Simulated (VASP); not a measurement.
Runs of VASP 6.6.1 on Hf. The structure is that of space group P6_3/mmc (No. 194), or close to it. The cells are those of the table. 

| cell | gap on the mesh (eV) | pressure (GPa) |
| --- | --- | --- |
| a = 3.200, b = 3.200, c = 5.071 Å, angles 90.0, 90.0, 120.0°, 2 atoms | none | (a) |
| a = 3.280, b = 3.280, c = 5.197 Å, angles 90.0, 90.0, 120.0°, 2 atoms | none | -11.0 |
| a = 3.116, b = 3.116, c = 4.937 Å, angles 90.0, 90.0, 120.0°, 2 atoms | none | (b) |
| a = 3.027, b = 3.027, c = 4.796 Å, angles 90.0, 90.0, 120.0°, 2 atoms | none | 17.6 |
| a = 3.241, b = 3.241, c = 5.135 Å, angles 90.0, 90.0, 120.0°, 2 atoms | none | -8.0 |

Alike in all rows: task single point; level PBEsol; potentials or basis VASP PAW PBE potentials, release 64 (Hf_pv); no spin polarisation; k mesh 19 × 19 × 10; cutoff (eV) 520; smearing fermi-dirac 0.1 eV.

Q: Estimate the missing entries.

A: (a) -4.6; (b) 4.6.

Caveats: the PAW data sets were made with another functional, which shifts forces and pressure a little; spin-orbit coupling is left out, which moves the levels of the heavy elements.

A k mesh can miss the band edges, and the runs leave out spin-orbit coupling on Hf.

A gap of «none» marks levels without a gap at the run's occupations.
